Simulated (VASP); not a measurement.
# W (Im-3m) in VASP: further runs

W is run at these levels: LDA; tasks: single point.

All numbers are computed with VASP 6.6.1; they aren't measurements. Logs are shortened: lines on timing, memory, paths and dates and some standing lists are left out, and cuts for length are marked.

## Step 1: The cell of the first run

Symmetry: Im-3m, No. 229, cubic system. The conventional cell has a = 3.168 Å, b = 3.168 Å, c = 3.168 Å, α = 90.00°, β = 90.00°, γ = 90.00°. W (site symmetry m-3m) has 14 W at 2.74 to 3.17 Å within 3.6 Å.

## Step 2: Single point, LDA

Input file INCAR:

```
SYSTEM = W
ALGO     = Normal         ! electronic algorithm
EDIFF    = 1E-7           ! SCF threshold, eV
ENCUT    = 520            ! plane-wave cutoff, eV
ISIF     = 2              ! what is computed and relaxed
ISMEAR   = 0              ! smearing method
LASPH    = .TRUE.         ! aspherical terms in the spheres
LCHARG   = .FALSE.        ! write CHGCAR
LREAL    = .FALSE.        ! projectors in reciprocal space
LWAVE    = .FALSE.        ! write WAVECAR
NBANDS   = 13             ! bands
NELM     = 100            ! most SCF steps
PREC     = Accurate       ! precision mode
SIGMA    = 0.15           ! smearing width, eV
```

Input file KPOINTS:

```
k-points
0
G
  20 20 20
  0 0 0
```

Input file POSCAR:

```
W
1.0
   -1.5837588126      1.5837588126      1.5837588126
    1.5837588126     -1.5837588126      1.5837588126
    1.5837588126      1.5837588126     -1.5837588126
W
1
Direct
    0.0000000000      0.0000000000      0.0000000000
```

Potentials or basis: VASP PAW LDA potentials, release 64 (W_sv).

The run is started by

```bash
$ cat potpaw_LDA.64/W_sv/POTCAR > POTCAR
$ mpirun -np 1 vasp_std > vasp.out
```

OUTCAR:

```text
SYSTEM = W
   EDIFF = 1E-7
   ENCUT = 520
   ISIF = 2
   ISMEAR = 0
   LASPH = .TRUE.
   LREAL = .FALSE.
   NELM = 100
   PREC = Accurate

 ion  position               nearest neighbor table
   1  0.000  0.000  0.000-

  LATTYP: Found a body centered cubic cell.
 ALAT       =     3.1675176252

  Lattice vectors:

 A1 = (  -1.5837588126,   1.5837588126,   1.5837588126)
 A2 = (   1.5837588126,  -1.5837588126,   1.5837588126)
 A3 = (   1.5837588126,   1.5837588126,  -1.5837588126)

Analysis of symmetry for initial positions (statically):
=====================================================================
 Subroutine PRICEL returns:
 Original cell was already a primitive cell.

 Routine SETGRP: Setting up the symmetry group for a
 body centered cubic supercell.

 Subroutine GETGRP returns: Found 48 space group operations
 (whereof 48 operations were pure point group operations)
 out of a pool of 48 trial point group operations.

The static configuration has the point symmetry O_h .

Analysis of symmetry for dynamics (positions and initial velocities):
=====================================================================
 Subroutine PRICEL returns:
 Original cell was already a primitive cell.

 Routine SETGRP: Setting up the symmetry group for a
 body centered cubic supercell.

 Subroutine GETGRP returns: Found 48 space group operations
 (whereof 48 operations were pure point group operations)
 out of a pool of 48 trial point group operations.

The dynamic configuration has the point symmetry O_h .

 Subroutine INISYM returns: Found 48 space group operations
 (whereof 48 operations are pure point group operations),
 and found     1 'primitive' translations

----------------------------------------------------------------------------------------

                                     Primitive cell

  volume of cell :      15.8901

  direct lattice vectors                    reciprocal lattice vectors
    -1.583758813  1.583758813  1.583758813     0.000000000  0.315704636  0.315704636
     1.583758813 -1.583758813  1.583758813     0.315704636  0.000000000  0.315704636
     1.583758813  1.583758813 -1.583758813     0.315704636  0.315704636  0.000000000

  length of vectors
     2.743150730  2.743150730  2.743150730     0.446473778  0.446473778  0.446473778

  position of ions in fractional coordinates (direct lattice)
     0.000000000  0.000000000  0.000000000

  ion indices of the primitive-cell ions
[... 81 lines left out ...]
   ISYM   =      2    0-nonsym 1-usesym 2-fastsym
   POTIM  = 0.5000    time-step for ionic-motion
   TEBEG  =    0.0;   TEEND  =   0.0 temperature during run
   PSTRESS=    0.0 pullay stress
   NELECT =      14.0000    total number of electrons
   NUPDOWN=      -1.0000    fix difference up-down
   EMIN   =  10.00;   EMAX   =-10.00  energy-range for DOS
   EFERMI =   0.00;   METHOD = LEGACY
   ISMEAR =     0;   SIGMA  =   0.15  broadening in eV -4-tet -1-fermi 0-gaus
   EFERMI_NEDOS =   21; number of points for ismear=-14 and -15
   IALGO  =     38    algorithm
   IMIX   =      4    mixing-type and parameters
     AMIX     =   0.40;   BMIX     =  1.00
     AMIX_MAG =   1.60;   BMIX_MAG =  1.00
  volume/ion in A,a.u.               =      15.89       107.23
  Fermi-wavevector in a.u.,A,eV,Ry     =   1.569429  2.965792 33.512630  2.463109
  Thomas-Fermi vector in A             =   2.671313
   LORBIT       =      0    0 simple, 1 ext, 2 COOP (PROOUT), +10 PAW based schemes
   GGA     = CA    functional components
   LHFCALC =     F    Hartree Fock is set to
   AEXX    =    0.0000 exact exchange contribution
   IVDW    =     0    specifies the selected vdW correction
   LEPSILON=     F    determine dielectric tensor
   LRPA    =     F    only Hartree local field effects (RPA)
 non-spin polarized calculation
 Gauss-broadening in eV      SIGMA  =   0.15
  energy-cutoff  :      520.00
  volume of cell :       15.89
 maximum number of plane-waves:       445
   NGX = 11   NGY = 11   NGZ = 11

 number of electron      14.0000003 magnetization

 Free energy of the ion-electron system (eV)
  ---------------------------------------------------
  ext. energy  EPLUGINS =         0.00000000
  ---------------------------------------------------
  free energy    TOTEN  =       -14.10072832 eV

  energy without entropy =      -14.09652660  energy(sigma->0) =      -14.09862746

 E-fermi :  11.3208     XC(G=0): -13.8168

 val. band max:       11.3166471217   @ k =   0.5000   0.5000   0.2000
 cond. band min:      11.3266706840   @ k =   0.4000   0.0500   0.0500
 fundamental gap:      0.0100235624
 Fermi energy:        11.3207692379

 k-point     1 :       0.0000    0.0000    0.0000
  band No.  band energies     occupation
      1     -62.4753      2.00000
      2     -26.2863      2.00000
      3     -26.2863      2.00000
      4     -26.2863      2.00000
      5       1.7495      2.00000
      6      10.0212      2.00000
      7      10.0212      2.00000
      8      10.0212      2.00000
      9      13.4589      0.00000
     10      13.4589      0.00000
     11      25.8538      0.00000
     12      25.8538      0.00000
     13      25.8538      0.00000
[... 354 lines left out ...]
  band No.  band energies     occupation
      1     -62.3804      2.00000
      2     -27.1730      2.00000
      3     -26.5806      2.00000
      4     -26.3368      2.00000
      5       5.0410      2.00000
      6       8.4104      2.00000
      7       9.1756      2.00000
      8      12.7374      0.00000
      9      14.0654      0.00000
     10      14.4317      0.00000
     11      25.3061      0.00000
     12      26.7924      0.00000
     13      31.0149      0.00000

 [... further k-points ...]

------------------------ aborting loop because EDIFF is reached ----------------------------------------

  FORCE on cell =-STRESS in cart. coord.  units (eV):
  Direction    XX          YY          ZZ          XY          YZ          ZX
  --------------------------------------------------------------------------------------
  -------------------------------------------------------------------------------------
  Total       -0.7851550     -0.7851550     -0.7851550     -0.0000000     -0.0000000      0.0000000
  in kB      -79.1660238    -79.1660238    -79.1660238     -0.0000000     -0.0000000      0.0000000
  external PRESSURE =     -79.1660238 kB  Pullay stress =       0.0000000 kB

 VOLUME and BASIS-vectors are now :
 -----------------------------------------------------------------------------
  energy-cutoff  :      520.00
  volume of cell :       15.89
      direct lattice vectors                 reciprocal lattice vectors
    -1.583758813  1.583758813  1.583758813     0.000000000  0.315704636  0.315704636
     1.583758813 -1.583758813  1.583758813     0.315704636  0.000000000  0.315704636
     1.583758813  1.583758813 -1.583758813     0.315704636  0.315704636  0.000000000

 POSITION                                       TOTAL-FORCE (eV/Angst)
 -----------------------------------------------------------------------------------
      0.00000      0.00000      0.00000        -0.000000     -0.000000      0.000000
 -----------------------------------------------------------------------------------
    total drift:                                0.000000     -0.000000     -0.000000

  FREE ENERGIE OF THE ION-ELECTRON SYSTEM (eV)
  ---------------------------------------------------
  free  energy   TOTEN  =       -14.1007283164 eV

  energy  without entropy=      -14.0965266015  energy(sigma->0) =      -14.09862746
```

Run time: 46 s. Hardware: 1 thread of Intel Xeon Platinum 8375C at 2.90GHz (Ice Lake), shared host; peak memory 0.16 GiB.

Results:

```yaml
Free_energy: -14.1007 eV
Pressure: -7.9 GPa
Band_gap_on_the_k_mesh: zero (bands 7 and 8 overlap by 6.38 eV)
```

Caveat: the cell stands under tension; spin-orbit coupling is left out, which moves the levels of the heavy elements.

## Step 3: Single point, LDA

This run uses another cell than the first one, of 16.37 Å³/atom.

Input file INCAR:

```
PREC = Accurate
ENCUT = 520
EDIFF = 1E-6
ISMEAR = 0
SIGMA = 0.15
LREAL = F
LASPH = T
NELM = 100
ALGO = Fast
ISIF = 2
LWAVE = F
LCHARG = T
GGA = CA
LELF = T
LVHAR = T
NBANDS = 13
```

Input file KPOINTS:

```
regular mesh
0
Gamma
  20 20 20
```

Input file POSCAR:

```
W
1.0
   -1.5994395929      1.5994395929      1.5994395929
    1.5994395929     -1.5994395929      1.5994395929
    1.5994395929      1.5994395929     -1.5994395929
W
1
Direct
    0.0000000000      0.0000000000      0.0000000000
```

Potentials or basis: VASP PAW LDA potentials, release 64 (W_sv).

The run is started by

```bash
$ cat potpaw_LDA.64/W_sv/POTCAR > POTCAR
$ mpirun -np 1 vasp_std > vasp.out
```

Wall time 72 s (1 thread of Intel Xeon Platinum 8375C at 2.90GHz (Ice Lake), shared host); peak memory 0.17 GiB.

Results (log left out):

```yaml
Free_energy: -14.0647 eV
Pressure: -16.3 GPa
Band_gap_on_the_k_mesh: zero (bands 7 and 8 overlap by 6.12 eV)
```

Levels at points of the mesh, in eV from the Fermi level:
```
           k point  band 5  band 6  band 7  band 8  band 9  band 10
(0.00, 0.00, 0.00)   -9.40   -1.24   -1.24   -1.24    2.07     2.07
(0.50, 0.00, 0.00)   -6.09   -3.47    0.70    1.96    2.88     5.81
(0.50, 0.50, 0.50)   -5.63   -5.63    4.88    4.88    4.88     8.06
```

Caveat: the cell stands under tension; spin-orbit coupling is left out, which moves the levels of the heavy elements.
